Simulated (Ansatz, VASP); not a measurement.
## Two plane-wave programs on Si4W

```xyz
5
Lattice="3.9391 -3.8554 0.0000 3.9391 3.8554 0.0000 0.0000 0.0000 2.7122" Properties=species:S:1:pos:R:3 pbc="T T T"
Si    3.9391   -1.6386    1.3561
Si    3.9391    1.6386    1.3561
Si    2.5497    0.0000    0.0000
Si    5.3284    0.0000    0.0000
W     0.0000    0.0000    0.0000
```

Change from the starting cell: species swapped into the OsCl4 type (Cmmm, No. 65).

Alike in both runs: functional PBE; k mesh 4 × 4 × 5; occupations gaussian, width 0.2 eV; no spin polarisation.

Ansatz relaxed the structure, and its values are those at the end. VASP's run is a single point on that final structure, the one shown.

```csv
,VASP,Ansatz
version,VASP 6.6.1,Ansatz 0.2.0
potentials or method,"VASP PAW PBE potentials, release 64 (Si, W_sv), cutoff 500 eV","scalar-relativistic, plane waves, PAW"
valence electrons in the cell,30,30
```

|  | VASP | Ansatz | Ansatz less VASP |
| --- | --- | --- | --- |
| gap on the k mesh at the Fermi level (eV) | none | none | - |
| pressure (GPa) | 0.1 | 0.1 | +0.02 |
| rms of the force components (eV/Å) | 0.007 | 0.012 | +0.0049 |

A gap of «none» marks a metal or a gap that the smearing closes.

The k mesh is coarse, so the values compare programs but aren't converged. Neither program's run includes spin-orbit coupling.
